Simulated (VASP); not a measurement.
# YTl2: relaxation of cell and atoms with PBE

Crystal: YTl2.

```xyz
3
Lattice="0.0000 3.6494 3.6494 3.6494 0.0000 3.6494 3.6494 3.6494 0.0000" Properties=species:S:1:pos:R:3 pbc="T T T"
Y     0.0000    0.0000    0.0000
Tl    1.8247    1.8247    1.8247
Tl    5.4740    5.4740    5.4740
```

* Program: VASP 6.6.1
* Task: relaxation of cell and atoms
* Functional: PBE
* Potentials or basis: VASP PAW PBE potentials, release 64 (Y_sv, Tl_d)
* Cutoff: 600 eV
* k mesh: 12 × 12 × 12
* Occupations: gaussian, width 0.1 eV
* Spin: no spin polarisation
* Dipole correction: no
* Further INCAR settings: ALGO = Fast; EDIFF = 1e-07; IBRION = 2; EDIFFG = -0.01; NSW = 100; ISIF = 3

* Relaxed volume: 32.17 Å³/atom
* Relaxed cell: a = 5.149 Å, b = 5.149 Å, c = 5.149 Å, α = 60.00°, β = 60.00°, γ = 60.00°
* Space group after relaxing (to 0.1 Å): Fm-3m (No. 225)
* Energy gained by relaxing: 0.2 meV/atom
* Ionic steps: 2
* Pressure after relaxing: 0.0 GPa
* Band gap on the k mesh: zero (an odd number of electrons rules out a gap without spin polarisation)

Step by step:
```csv
step,energy change (eV),largest force (eV/Å),pressure (GPa),volume (Å³)
1,0.0000,0.0000,-0.24,97.20
2,-0.0005,0.0000,0.02,96.51
```

Final structure:
```
CELL_PARAMETERS angstrom
0.00000 3.64065 3.64065
3.64065 0.00000 3.64065
3.64065 3.64065 0.00000
ATOMIC_POSITIONS crystal
Y 0.00000 0.00000 0.00000
Tl 0.25000 0.25000 0.25000
Tl 0.75000 0.75000 0.75000
```

Levels at points of the mesh, in eV from the Fermi level:
```
           k point  band 15  band 16  band 17  band 18  band 19  band 20  band 21  band 22
(0.00, 0.00, 0.00)    -8.41    -3.40    -1.13    -1.13    -1.13     1.94     1.94     4.38
(0.50, 0.00, 0.00)    -6.73    -6.20    -0.40    -0.40     0.48     1.54     1.78     1.78
(0.50, 0.50, 0.00)    -6.35    -5.43    -2.92    -0.58    -0.58     1.52     1.52     1.80
```

Run time: 11 min on 1 thread of Intel(R) Xeon(R) Platinum 8488C (Sapphire Rapids), on a shared host, peak memory 0.42 GiB.

Caveat: spin-orbit coupling is left out, which moves the levels of the heavy elements.
